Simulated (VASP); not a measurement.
# Cr (Immm) in VASP: notebook

The runs below take Cr through single point, with PBE.

All numbers are computed with VASP 6.6.1; they aren't measurements. Logs are shortened: lines on timing, memory, paths and dates and some standing lists are left out, and cuts for length are marked.

## Step 1: The cell of the first run

It takes space group Immm (No. 71, orthorhombic). Conventional cell: a = 2.576 Å, b = 2.628 Å, c = 3.680 Å, α = 90.00°, β = 90.00°, γ = 90.00°. Cr (site symmetry mmm) has 12 Cr at 2.58 to 2.63 Å within 3.4 Å.

## Step 2: Single point, PBE (strain -0.0200 x Voigt [0, 0, 0, 0, 0, 1])

Input file INCAR:

```
SYSTEM = Cr
  PREC = Accurate
  ENCUT = 520
  EDIFF = 1E-7
  ISMEAR = 0
  SIGMA = 0.15
  LREAL = .FALSE.
  LASPH = .TRUE.
  NELM = 60
  ALGO = Fast
  ISIF = 2
  LWAVE = .FALSE.
  LCHARG = .FALSE.
  GGA = PE
  NBANDS = 12
```

Input file KPOINTS:

```
regular mesh
0
G
  22 22 22
  0 0 0
```

Input file POSCAR:

```
Cr
1.0
   -0.0184000000      1.8400000000      1.8400000000
    1.8400000000     -0.0184000000      1.8400000000
    1.8216000000      1.8216000000      0.0000000000
Cr
1
Direct
    0.0000000000      0.0000000000      0.0000000000
```

Potentials or basis: VASP PAW PBE potentials, release 64 (Cr_pv).

Started as:

```sh
$ cat potpaw_PBE.64/Cr_pv/POTCAR > POTCAR
$ mpirun -np 1 vasp_std > vasp.out
```

OUTCAR:

```text
SYSTEM = Cr
   PREC = Accurate
   ENCUT = 520
   EDIFF = 1E-7
   ISMEAR = 0
   LREAL = .FALSE.
   LASPH = .TRUE.
   NELM = 60
   ISIF = 2
   GGA = PE

 ion  position               nearest neighbor table
   1  0.000  0.000  0.000-

  LATTYP: Found a body centered orthorhombic cell.
 ALAT       =     2.5761314252
 B/A-ratio  =     1.0202020202
 C/A-ratio  =     1.4284985479

  Lattice vectors:

 A1 = (   0.0184000000,  -1.8400000000,  -1.8400000000)
 A2 = (  -0.0184000000,   1.8400000000,  -1.8400000000)
 A3 = (   1.8400000000,  -0.0184000000,   1.8400000000)

Analysis of symmetry for initial positions (statically):
=====================================================================
 Subroutine PRICEL returns:
 Original cell was already a primitive cell.

 Routine SETGRP: Setting up the symmetry group for a
 body centered orthorhombic supercell.

 Subroutine GETGRP returns: Found  8 space group operations
 (whereof  8 operations were pure point group operations)
 out of a pool of  8 trial point group operations.

The static configuration has the point symmetry D_2h.

Analysis of symmetry for dynamics (positions and initial velocities):
=====================================================================
 Subroutine PRICEL returns:
 Original cell was already a primitive cell.

 Routine SETGRP: Setting up the symmetry group for a
 body centered orthorhombic supercell.

 Subroutine GETGRP returns: Found  8 space group operations
 (whereof  8 operations were pure point group operations)
 out of a pool of  8 trial point group operations.

The dynamic configuration has the point symmetry D_2h.

 Subroutine INISYM returns: Found  8 space group operations
 (whereof  8 operations are pure point group operations),
 and found     1 'primitive' translations

----------------------------------------------------------------------------------------

                                     Primitive cell

  volume of cell :      12.4578

  direct lattice vectors                    reciprocal lattice vectors
    -0.018400000  1.840000000  1.840000000    -0.269048644  0.269048644  0.271739130
     1.840000000 -0.018400000  1.840000000     0.269048644 -0.269048644  0.271739130
     1.821600000  1.821600000  0.000000000     0.274483970  0.274483970 -0.271739130

  length of vectors
     2.602218008  2.602218008  2.576131425     0.467564435  0.467564435  0.473840748

  position of ions in fractional coordinates (direct lattice)
     0.000000000  0.000000000  0.000000000

  ion indices of the primitive-cell ions
   primitive index   ion index
                 1           1

----------------------------------------------------------------------------------------

 KPOINTS: regular mesh

Automatic generation of k-mesh.
 Grid dimensions read from file:
 generate k-points for:   22   22   22

 Generating k-lattice:

  Cartesian coordinates                     Fractional coordinates (reciprocal lattice)
    -0.012229484  0.012229484  0.012351779     0.045454545 -0.000000000  0.000000000
     0.012229484 -0.012229484  0.012351779    -0.000000000  0.045454545  0.000000000
     0.012476544  0.012476544 -0.012351779     0.000000000  0.000000000  0.045454545

  Length of vectors
     0.021252929  0.021252929  0.021538216

  Shift w.r.t. Gamma in fractional coordinates (k-lattice)
     0.000000000  0.000000000  0.000000000

 Subroutine IBZKPT returns following result:
 ===========================================

 Found   1530 irreducible k-points:

 Following reciprocal coordinates:
            Coordinates               Weight
  0.000000  0.000000  0.000000      1.000000
  0.045455 -0.000000  0.000000      4.000000
  0.090909 -0.000000  0.000000      4.000000
  0.136364  0.000000  0.000000      4.000000
  0.181818  0.000000  0.000000      4.000000
  0.227273  0.000000  0.000000      4.000000
[... 16 lines left out ...]
  0.500000  0.045455  0.000000      4.000000
 -0.454545  0.045455  0.000000      4.000000
 [... further k-points ...]
   k-points           NKPTS =   1530   k-points in BZ     NKDIM =   1530   number of bands    NBANDS=     12
   number of dos      NEDOS =    301   number of ions     NIONS =      1
   total plane-waves  NPLWV =   8000
   dimension x,y,z NGX =    20 NGY =   20 NGZ =   20
   dimension x,y,z NGXF=    40 NGYF=   40 NGZF=   40
   ions per type =               1
   NGX,Y,Z   is equivalent  to a cutoff of  12.78, 12.78, 12.91 a.u.
   NGXF,Y,Z  is equivalent  to a cutoff of  25.55, 25.55, 25.81 a.u.
 SYSTEM =  Cr
   PREC   = accura    normal or accurate (medium, high low for compatibility)
   ISTART =      0    job   : 0-new  1-cont  2-samecut
   ICHARG =      2    charge: 1-file 2-atom 10-const
   ISPIN  =      1    spin polarized calculation?
   LNONCOLLINEAR =      F non collinear calculations
   LSORBIT =      F    spin-orbit coupling
   LASPH  =      T    aspherical Exc in radial PAW
   ENCUT  =  520.0 eV  38.22 Ry    6.18 a.u.   4.84  4.84  4.79*2*pi/ulx,y,z
   NELM   =     60;   NELMIN=  2; NELMDL= -5     # of ELM steps
   EDIFF  = 0.1E-06   stopping-criterion for ELM
   LREAL  =      F    real-space projection
   EDIFFG = 0.1E-05   stopping-criterion for IOM
   NSW    =      0    number of steps for IOM
   IBRION =     -1    ionic relax: 0-MD 1-quasi-New 2-CG
   NFREE  =      0    steps in history (QN), initial steepest desc. (CG)
   ISIF   =      2    stress and relaxation
   ISYM   =      2    0-nonsym 1-usesym 2-fastsym
   POTIM  = 0.5000    time-step for ionic-motion
   TEBEG  =    0.0;   TEEND  =   0.0 temperature during run
   PSTRESS=    0.0 pullay stress
   NELECT =      12.0000    total number of electrons
   NUPDOWN=      -1.0000    fix difference up-down
   EMIN   =  10.00;   EMAX   =-10.00  energy-range for DOS
   EFERMI =   0.00;   METHOD = LEGACY
   ISMEAR =     0;   SIGMA  =   0.15  broadening in eV -4-tet -1-fermi 0-gaus
   EFERMI_NEDOS =   21; number of points for ismear=-14 and -15
   IALGO  =     68    algorithm
   IMIX   =      4    mixing-type and parameters
     AMIX     =   0.40;   BMIX     =  1.00
     AMIX_MAG =   1.60;   BMIX_MAG =  1.00
  volume/ion in A,a.u.               =      12.46        84.07
  Fermi-wavevector in a.u.,A,eV,Ry     =   1.616796  3.055301 35.566029  2.614029
  Thomas-Fermi vector in A             =   2.711325
   LORBIT       =      0    0 simple, 1 ext, 2 COOP (PROOUT), +10 PAW based schemes
   GGA     = PE    functional components
   LHFCALC =     F    Hartree Fock is set to
   AEXX    =    0.0000 exact exchange contribution
   IVDW    =     0    specifies the selected vdW correction
   LEPSILON=     F    determine dielectric tensor
   LRPA    =     F    only Hartree local field effects (RPA)
 non-spin polarized calculation
 RMM-DIIS sequential band-by-band and
 Gauss-broadening in eV      SIGMA  =   0.15
  energy-cutoff  :      520.00
  volume of cell :       12.46
 maximum number of plane-waves:       346
   NGX =  9   NGY =  9   NGZ =  9

 number of electron      11.9999993 magnetization

 Free energy of the ion-electron system (eV)
  ---------------------------------------------------
  ext. energy  EPLUGINS =         0.00000000
  ---------------------------------------------------
  free energy    TOTEN  =        -9.11424244 eV

  energy without entropy =       -9.09223250  energy(sigma->0) =       -9.10323747

 E-fermi :   9.7038     XC(G=0): -13.2270

 val. band max:        9.7028388301   @ k =   0.5000   0.0909   0.0000
 cond. band min:       9.7041886793   @ k =   0.1818   0.0455   0.1364
 fundamental gap:      0.0013498491
 Fermi energy:         9.7037521541

 k-point     1 :       0.0000    0.0000    0.0000
  band No.  band energies     occupation
      1     -32.7721      2.00000
      2     -32.7562      2.00000
      3     -32.7375      2.00000
      4       2.3603      2.00000
      5       9.1943      2.00000
      6       9.2950      1.99988
      7       9.4114      1.99415
      8      10.9450      0.00000
      9      10.9450      0.00000
     10      17.1649      0.00000
     11      29.1821      0.00000
     12      34.1561      0.00000

 k-point     2 :       0.0455   -0.0000    0.0000
  band No.  band energies     occupation
      1     -32.7840      2.00000
      2     -32.7608      2.00000
      3     -32.7394      2.00000
      4       2.4399      2.00000
      5       9.1739      2.00000
      6       9.3031      1.99984
      7       9.4370      1.98809
      8      10.9317      0.00000
      9      10.9323      0.00000
     10      17.1649      0.00000
     11      29.1911      0.00000
     12      33.4837      0.00000

 k-point     3 :       0.0909   -0.0000    0.0000
  band No.  band energies     occupation
      1     -32.8252      2.00000
      2     -32.7676      2.00000
      3     -32.7450      2.00000
      4       2.6749      2.00000
      5       9.0859      2.00000
      6       9.3544      1.99901
      7       9.5068      1.93665
      8      10.8991      0.00000
      9      10.9017      0.00000
     10      17.1648      0.00000
     11      29.1254      0.00000
     12      32.0745      0.00000

 k-point     4 :       0.1364    0.0000    0.0000
  band No.  band energies     occupation
      1     -32.8920      2.00000
      2     -32.7759      2.00000
      3     -32.7538      2.00000
      4       3.0535      2.00000
      5       8.9446      2.00000
      6       9.4336      1.98914
      7       9.5981      1.68084
      8      10.8713      0.00000
      9      10.8774      0.00000
     10      17.1647      0.00000
     11      28.6008      0.00000
     12      30.9337      0.00000

 k-point     5 :       0.1818    0.0000    0.0000
  band No.  band energies     occupation
      1     -32.9776      2.00000
      2     -32.7862      2.00000
      3     -32.7650      2.00000
      4       3.5535      2.00000
      5       8.7884      2.00000
      6       9.4985      1.94704
      7       9.6708      1.24408
      8      10.8862      0.00000
      9      10.9005      0.00000
     10      17.1645      0.00000
     11      27.3105      0.00000
     12      30.4376      0.00000
[... 228 lines left out ...]
      1     -33.3961      2.00000
      2     -32.8408      2.00000
      3     -32.8291      2.00000
      4       5.8743      2.00000
      5       9.1371      2.00000
      6       9.3665      1.99853
      7       9.4482      1.98401
      8      11.8195      0.00000
      9      11.9339      0.00000
     10      17.1602      0.00000
     11      20.0269      0.00000
     12      28.6309      0.00000

 k-point    22 :       0.4545    0.0455    0.0000
  band No.  band energies     occupation
      1     -33.4432      2.00000
      2     -32.8492      2.00000
      3     -32.8335      2.00000
      4       5.9915      2.00000
      5       9.0853      2.00000
      6       9.3827      1.99753
      7       9.8233      0.25953
      8      12.0570      0.00000
      9      12.0820      0.00000
     10      17.1563      0.00000
     11      18.9734      0.00000
     12      28.3689      0.00000

 k-point    23 :       0.5000    0.0455    0.0000
  band No.  band energies     occupation
      1     -33.4649      2.00000
      2     -32.8547      2.00000
      3     -32.8342      2.00000
      4       6.0298      2.00000
      5       9.0572      2.00000
      6       9.3479      1.99921
      7      10.1084      0.00014
      8      12.0904      0.00000
      9      12.2458      0.00000
     10      17.1516      0.00000
     11      18.4292      0.00000
     12      28.2364      0.00000

 k-point    24 :      -0.4545    0.0455    0.0000
  band No.  band energies     occupation
      1     -33.4594      2.00000
      2     -32.8568      2.00000
      3     -32.8311      2.00000
      4       6.0213      2.00000
      5       9.0673      2.00000
      6       9.3487      1.99918
      7      10.0612      0.00075
      8      12.0262      0.00000
      9      12.2507      0.00000
     10      17.1530      0.00000
     11      18.5516      0.00000
     12      28.2424      0.00000

 [... further k-points ...]

------------------------ aborting loop because EDIFF is reached ----------------------------------------

  FORCE on cell =-STRESS in cart. coord.  units (eV):
  Direction    XX          YY          ZZ          XY          YZ          ZX
  --------------------------------------------------------------------------------------
  -------------------------------------------------------------------------------------
  Total       -0.8260459     -0.8260459     -0.8092352     -0.1231344      0.0000000      0.0000000
  in kB     -106.2367415   -106.2367415   -104.0747344    -15.8361564      0.0000000      0.0000000
  external PRESSURE =    -105.5160725 kB  Pullay stress =       0.0000000 kB

 VOLUME and BASIS-vectors are now :
 -----------------------------------------------------------------------------
  energy-cutoff  :      520.00
  volume of cell :       12.46
      direct lattice vectors                 reciprocal lattice vectors
    -0.018400000  1.840000000  1.840000000    -0.269048644  0.269048644  0.271739130
     1.840000000 -0.018400000  1.840000000     0.269048644 -0.269048644  0.271739130
     1.821600000  1.821600000  0.000000000     0.274483970  0.274483970 -0.271739130

 POSITION                                       TOTAL-FORCE (eV/Angst)
 -----------------------------------------------------------------------------------
      0.00000      0.00000      0.00000         0.000000      0.000000      0.000000
 -----------------------------------------------------------------------------------
    total drift:                                0.000000     -0.000000     -0.000000

  FREE ENERGIE OF THE ION-ELECTRON SYSTEM (eV)
  ---------------------------------------------------
  free  energy   TOTEN  =        -9.1142424415 eV

  energy  without entropy=       -9.0922325028  energy(sigma->0) =       -9.10323747
```

Wall time 2.2 min (1 thread of Intel Xeon Platinum 8488C (Sapphire Rapids), shared host); peak memory 0.32 GiB.

Results:

```
Free energy            : -9.1142 eV
Pressure               : -10.6 GPa
Band gap on the k mesh : zero (band 6 reaches 12.03 eV, above the bottom of band 7 at 9.34 eV)
```

Caveat: the cell differs from its parent crystal (strain -0.0200 x Voigt [0, 0, 0, 0, 0, 1]); the run has no spin polarisation, though such a crystal can be magnetic. Spin polarisation is off, so any magnetic state and its effect on volume and gap are missing.

(Continued in part 2 of 2.)
